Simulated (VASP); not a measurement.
Input of a VASP 6.6.1 run:

INCAR

```
SYSTEM = Al2O5
PREC     = Accurate       ! precision mode
ENCUT    = 600            ! plane-wave cutoff, eV
EDIFF    = 1E-6           ! SCF threshold, eV
ISMEAR   = 0              ! smearing method
SIGMA    = 0.2            ! smearing width, eV
LREAL    = .False.        ! projectors in reciprocal space
LASPH    = .True.         ! aspherical terms in the spheres
NELM     = 100            ! most SCF steps
ALGO     = Normal         ! electronic algorithm
ISIF     = 3              ! what is computed and relaxed
LWAVE    = .False.        ! write WAVECAR
LCHARG   = .False.        ! write CHGCAR
GGA      = PE             ! functional
IBRION   = 2              ! ionic algorithm
NSW      = 36             ! ionic steps
EDIFFG   = -0.08          ! ionic threshold
```

The input KPOINTS:

```
Automatic mesh
0
Gamma
  6 6 2
  0 0 0
```

File POSCAR:

```
Al2O5
1.0
    3.0000000000      0.0000000000      0.0000000000
   -1.5000000000      2.5980762100      0.0000000000
    0.0000000000      0.0000000000      9.3000000000
Al O
2 5
Direct
    0.3333333300      0.6666666700      0.1000000000
    0.6666666700      0.3333333300      0.9000000000
    0.0000000000      0.0000000000      0.4330000000
    0.0000000000      0.0000000000      0.5670000000
    0.6666666700      0.3333333300      0.1950000000
    0.3333333300      0.6666666700      0.8050000000
    0.0000000000      0.0000000000      0.0000000000
```

Potentials or basis: VASP PAW PBE potentials, release 64 (Al, O).

Launch:

```sh
$ cat potpaw_PBE.64/Al/POTCAR potpaw_PBE.64/O/POTCAR > POTCAR
$ mpirun -np 1 vasp_std > vasp.out
```

(1) What does it give for the space group after relaxing (to 0.05 Å)?

(2) Predict the relaxed volume.

(3) Predict the relaxed cell.

Answers

(1) P-3m1 (No. 164).

(2) 11.44 Å³/atom.

(3) a = 2.870 Å, b = 2.870 Å, c = 11.227 Å, α = 90.00°, β = 90.00°, γ = 120.00°.

Caveat: the k points lie up to 0.42 Å⁻¹ apart in the final cell; the standard files for N, O and F lose accuracy on very short bonds.
